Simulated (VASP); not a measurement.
Here is a VASP 6.6.1 calculation.

INCAR

```
SYSTEM = Pd
  PREC = Accurate
  ENCUT = 600
  EDIFF = 1E-6
  ISMEAR = 0
  SIGMA = 0.1
  LREAL = .FALSE.
  LASPH = .TRUE.
  NELM = 60
  ALGO = Normal
  ISIF = 3
  LWAVE = .FALSE.
  LCHARG = .FALSE.
  GGA = PS
  IBRION = 2
  NSW = 80
  EDIFFG = -0.01
```

File KPOINTS:

```
regular mesh
0
G
  18 18 10
  0 0 0
```

The input POSCAR:

```
Pd
1.0
    2.7293690005      0.0000000000      0.0000000000
   -1.3646845003      2.3637028908      0.0000000000
    0.0000000000      0.0000000000      4.5320611333
Pd
2
Direct
    0.3333333333      0.6666666667      0.2500000000
    0.6666666667      0.3333333333      0.7500000000
```

Potentials or basis: VASP PAW PBE potentials, release 64 (Pd).

Command:

```sh
$ cat potpaw_PBE.64/Pd/POTCAR > POTCAR
$ mpirun -np 1 vasp_std > vasp.out
```

Task: Predict the band gap on the k mesh.

Result: Zero (band 10 reaches 10.05 eV, above the bottom of band 11 at 9.11 eV).

Task: What does it give for the relaxed volume?

Result: 14.59 Å³/atom.

Task: Estimate the relaxed cell.

Result: a = 2.718 Å, b = 2.718 Å, c = 4.562 Å, α = 90.00°, β = 90.00°, γ = 120.00°.

Task: Predict the space group after relaxing (to 0.05 Å).

Result: P6_3/mmc (No. 194).

The path:
```
step  energy change (eV)  largest force (eV/Å)  pressure (GPa)  volume (Å³)
   1              0.0000                0.0000           -0.37        29.24
   2             -0.0009                0.0000            0.60        29.09
   3             -0.0009                0.0000            0.59        29.10
   4             -0.0010                0.0000           -0.35        29.24
   5             -0.0012                0.0000            0.03        29.18
```

Caveat: the PAW data sets were made with another functional, which shifts forces and pressure a little.
